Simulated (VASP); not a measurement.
Set up this calculation in VASP 6.6.1, as the native input.

- Task: single point
- Functional: PBE
- Potentials or basis: VASP PAW PBE potentials, release 64 (Zn, Cd, Te)
- Cutoff: 520 eV
- k mesh: 4 × 4 × 2
- Occupations: gaussian, width 0.1 eV
- Spin: no spin polarisation
- Dipole correction: no
- Further INCAR settings: ALGO = Normal; EDIFF = 1e-06; NBANDS = 46

The structure of Zn3CdTe4 lies in POSCAR:

```
Zn3CdTe4
1.0
    4.4408876000      0.0000000000      0.0000000000
    0.0000000000      4.4408876000      0.0000000000
    0.0000000000      0.0000000000     12.6147679000
Zn Cd Te
3 1 4
Direct
    0.0000000000      0.0000000000      0.7595800000
    0.5000000000      0.5000000000      0.0000000000
    0.0000000000      0.0000000000      0.2404200000
    0.5000000000      0.5000000000      0.5000000000
    0.5000000000      0.0000000000      0.8798210000
    0.0000000000      0.5000000000      0.1201790000
    0.5000000000      0.0000000000      0.3599050000
    0.0000000000      0.5000000000      0.6400950000
```

The input as run:

INCAR

```
PREC = Accurate
ENCUT = 520
EDIFF = 1E-6
ISMEAR = 0
SIGMA = 0.1
LREAL = F
LASPH = T
NELM = 80
ALGO = Normal
ISIF = 2
LWAVE = F
LCHARG = F
GGA = PE
NBANDS = 46
```

KPOINTS

```
regular mesh
0
Gamma
  4 4 2
```

Potentials or basis: VASP PAW PBE potentials, release 64 (Zn, Cd, Te).

The run is started by

```bash
$ cat potpaw_PBE.64/Zn/POTCAR potpaw_PBE.64/Cd/POTCAR potpaw_PBE.64/Te/POTCAR > POTCAR
$ mpirun -np 1 vasp_std > vasp.out
```

It gave:

```json
{"Pressure": "0.2 GPa", "Largest force": "0.013 eV/Å", "Band gap on the k mesh": "0.87 eV, direct"}
```

Caveat: spin-orbit coupling is left out, which moves the levels of the heavy elements.

Wall time 99 s on 1 thread of Intel(R) Xeon(R) Platinum 8375C CPU @ 2.90GHz (Ice Lake) (shared host), peak memory 0.41 GiB.
